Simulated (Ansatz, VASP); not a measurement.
## OsPd4 in VASP and in Ansatz

```
Pd Os
1.0
     4.74083    0.00000    0.00000
     0.00000    4.74083    0.00000
     0.00000    0.00000    4.74083
Pd Os
4 1
Direct
  0.00000 0.50000 0.50000
  0.50000 0.00000 0.50000
  0.50000 0.50000 0.00000
  0.50000 0.50000 0.50000
  0.00000 0.00000 0.00000
```

Alike in both runs: functional PBE; k mesh 8 × 8 × 8; occupations gaussian, width 0.1 eV; collinear spin.

Ansatz relaxed the structure, and its values are those at the end. VASP's run is a single point on that final structure, the one shown.

|  | VASP | Ansatz |
| --- | --- | --- |
| version | VASP 6.6.1 | Ansatz 0.2.0 |
| potentials or method | VASP PAW PBE potentials, release 64 (Pd, Os), cutoff 600 eV | scalar-relativistic, plane waves, PAW |
| valence electrons in the cell | 48 | 88 |

|  | VASP | Ansatz | Ansatz less VASP |
| --- | --- | --- | --- |
| gap on the k mesh at the Fermi level (eV) | none | none | - |
| pressure (GPa) | -0.4 | 0.0 | +0.42 |
| net moment per atom (μB) | 0.68 | 0.68 | +0.003 |
| size of the moment on the site where the two differ most (μB) | 2.77 | 2.81 | +0.044 |

Site moments also hang on the region over which each program counts them. A gap of «none» marks a metal or a gap that the smearing closes. VASP's potentials hold 48 valence electrons a cell and Ansatz's 88, so a difference there can come from the potentials and not from the codes.

Neither program's run includes spin-orbit coupling.
